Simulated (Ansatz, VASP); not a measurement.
## Mg2B3 in VASP and in Ansatz

INCAR

```
PREC     = Accurate       # precision mode
ENCUT    = 600            # plane-wave cutoff, eV
EDIFF    = 1E-6           # SCF threshold, eV
ISMEAR   = 0              # smearing method
SIGMA    = 0.1            # smearing width, eV
LREAL    = F              # projectors in reciprocal space
LASPH    = T              # aspherical terms in the spheres
NELM     = 60             # most SCF steps
ALGO     = Normal         # electronic algorithm
ISIF     = 3              # what is computed and relaxed
LWAVE    = F              # write WAVECAR
LCHARG   = F              # write CHGCAR
GGA      = PE             # functional
IBRION   = 2              # ionic algorithm
NSW      = 90             # ionic steps
EDIFFG   = -0.04          # ionic threshold
```

KPOINTS

```
regular mesh
0
Gamma
  4 4 6
```

The input POSCAR:

```
Mg2B3
1.0
    6.6776615274      0.0000000000      0.0000000000
    0.0000000000      6.6776615274      0.0000000000
    0.0000000000      0.0000000000      3.1524446765
Mg B
4 6
Direct
    0.7556803401      0.2443196599      0.0000000000
    0.2443196599      0.7556803401      0.0000000000
    0.2443196599      0.2443196599      0.5000000000
    0.7556803401      0.7556803401      0.5000000000
    0.5000000000      0.0000000000      0.7500000000
    0.5000000000      0.0000000000      0.2500000000
    0.0000000000      0.5000000000      0.7500000000
    0.0000000000      0.5000000000      0.2500000000
    0.0000000000      0.0000000000      0.7500000000
    0.0000000000      0.0000000000      0.2500000000
```

Input for Ansatz:

```yaml
crystal:
  lattice:
    - [6.6776615274, 0.0, 0.0]
    - [0.0, 6.6776615274, 0.0]
    - [0.0, 0.0, 3.1524446765]
  atoms:
    - { symbol: Mg, position: [0.7556803401, 0.2443196599, 0.0] }
    - { symbol: Mg, position: [0.2443196599, 0.7556803401, 0.0] }
    - { symbol: Mg, position: [0.2443196599, 0.2443196599, 0.5] }
    - { symbol: Mg, position: [0.7556803401, 0.7556803401, 0.5] }
    - { symbol: B, position: [0.5, 0.0, 0.75] }
    - { symbol: B, position: [0.5, 0.0, 0.25] }
    - { symbol: B, position: [0.0, 0.5, 0.75] }
    - { symbol: B, position: [0.0, 0.5, 0.25] }
    - { symbol: B, position: [0.0, 0.0, 0.75] }
    - { symbol: B, position: [0.0, 0.0, 0.25] }
basis:
  ecutwfc: 420
kpoints:
  mp_grid: { grid: [4, 4, 6] }
hamiltonian:
  xc: pbe
scf:
  occupations: { method: gaussian, width: 0.1 }
  lower_state_search: "off"
output:
  forces: true
  stress: true
  eigenvalues: true
relax:
  adjacent_minimum: "off"
  f_tol: 0.04
  max_steps: 70
  cell: { stress_tol: 0.4 }
```

Change from the starting cell: species swapped into the Ti2H3 type (P4_2/mcm, No. 132).

Alike in both runs: task relaxation of cell and atoms; functional PBE; k mesh 4 × 4 × 6; occupations gaussian, width 0.1 eV; no spin polarisation.

```csv
,VASP,Ansatz
version,VASP 6.6.1,Ansatz 0.2.0
potentials or method,"VASP PAW PBE potentials, release 64 (Mg, B), cutoff 600 eV","scalar-relativistic, plane waves, PAW"
valence electrons in the cell,26,58
```

|  | VASP | Ansatz | Ansatz less VASP |
| --- | --- | --- | --- |
| gap on the k mesh at the Fermi level, each at its own relaxed structure (eV) | none | none | - |
| relaxed volume (Å³/atom) | 14.22 | 14.30 | +0.076 |
| relaxed cell length with the largest relative difference (Å) | 6.739 | 6.755 | +0.0155 |

A gap of «none» marks a metal or a gap that the smearing closes. VASP's potentials hold 26 valence electrons a cell and Ansatz's 58, so a difference there can come from the potentials and not from the codes.
